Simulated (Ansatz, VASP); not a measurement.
# Two plane-wave programs on SnO

```
CELL_PARAMETERS angstrom
3.83656 0.00000 0.00000
0.00000 3.83656 0.00000
0.00000 0.00000 4.75945
ATOMIC_POSITIONS crystal
Sn 0.50000 0.00000 0.24347
Sn 0.00000 0.50000 0.75653
O 0.00000 0.00000 0.00000
O 0.50000 0.50000 0.00000
```

Alike in both runs: task single point; functional r2SCAN; k mesh 12 × 12 × 10; occupations gaussian, width 0.1 eV; no spin polarisation.

```csv
,VASP,Ansatz
version,VASP 6.6.1,Ansatz 0.2.0
potentials or method,"VASP PAW PBE potentials, release 64 (Sn_d, O), cutoff 520 eV","scalar-relativistic, plane waves, PAW"
valence electrons in the cell,40,40
```

Ansatz gave:

- gap on the k mesh at the Fermi level (eV): 0.10
- least direct gap on the mesh (eV): 2.20
- pressure (GPa): -2.0
- traceless stress, the component that is largest in VASP (GPa): 0.69
- rms of the force components (eV/Å): 0.212

Problem. Estimate VASP's values.

Solution. gap on the k mesh at the Fermi level (eV): 0.11; least direct gap on the mesh (eV): 2.19; pressure (GPa): -1.5; traceless stress, the component that is largest in VASP (GPa): 0.64; rms of the force components (eV/Å): 0.158.

VASP's potentials were made for PBE, not for r2SCAN. Atom by atom the forces differ by 0.055 eV/Å (rms over components).
